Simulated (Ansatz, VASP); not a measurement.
## SnO in VASP and in Ansatz

```
CELL_PARAMETERS angstrom
3.80200 0.01901 0.01901
0.01901 3.80200 0.01901
0.02418 0.02418 4.83600
ATOMIC_POSITIONS crystal
Sn 0.00000 0.50000 0.23850
Sn 0.50000 0.00000 0.76150
O 0.00000 0.00000 0.00000
O 0.50000 0.50000 0.00000
```

Change from the starting cell: equal xy, yz and zx shear strains of +1 %.

Alike in both runs: task single point; functional PBEsol; k mesh 8 × 8 × 6; occupations fermi-dirac, width 0.01 eV; no spin polarisation.

|  | VASP | Ansatz |
| --- | --- | --- |
| version | VASP 6.6.1 | Ansatz 0.2.0 |
| potentials or method | VASP PAW PBE potentials, release 64 (Sn_d, O), cutoff 520 eV | all-electron LAPW, scalar-relativistic |

Ansatz gave:

| Property | Result |
| --- | --- |
| pressure (GPa) | -0.1 |
| traceless stress, the component that is largest in VASP (GPa) | -0.82 |
| rms of the force components (eV/Å) | 0.047 |

Which values does VASP return?

Pressure (GPa): 0.2; traceless stress, the component that is largest in VASP (GPa): -0.82; rms of the force components (eV/Å): 0.074.

VASP's potentials were made for PBE, not for PBEsol. Atom by atom the forces differ by 0.035 eV/Å (rms over components). Ansatz ran all-electron here, and VASP with PAW potentials.
